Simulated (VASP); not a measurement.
NiBi:

```
Ni Bi
1.0
     4.11794    0.00000    0.00000
    -2.05897    3.56624    0.00000
     0.00000    0.00000    5.24381
Ni Bi
2 2
Direct
  0.00000 0.00000 0.50000
  0.00000 0.00000 0.00000
  0.33333 0.66667 0.25000
  0.66667 0.33333 0.75000
```

Base run:

```yaml
Program: VASP 6.6.1
Functional: LDA
Potentials_or_basis: VASP PAW LDA potentials, release 64 (Ni, Bi_d)
Cutoff: 520 eV
k_mesh: 6 × 6 × 4
Occupations: fermi-dirac, width 0.05 eV
Spin: collinear spin, ferromagnetic start
Starting_moments: "[0.66, 0.66, 0.13, 0.13] μB"
Fixed_moment: 1.8 μB
```

Its results: pressure -3.3 GPa; site moments Ni +0.59; Bi +0.17 μB.

Task: The run is repeated on the same cell with these changes: fixed moment from 1.8 μB to 2.7 μB; moments at the start from [0.66, 0.66, 0.13, 0.13] to [0.94, 0.94, 0.21, 0.21]. What comes out?

Result: Pressure -1.0 GPa; site moments Ni +0.85; Bi +0.27 μB.

Caveats: the total moment is fixed, so each spin has its own Fermi level and the state may be an excited one; the cell stands under tension (at least some runs).
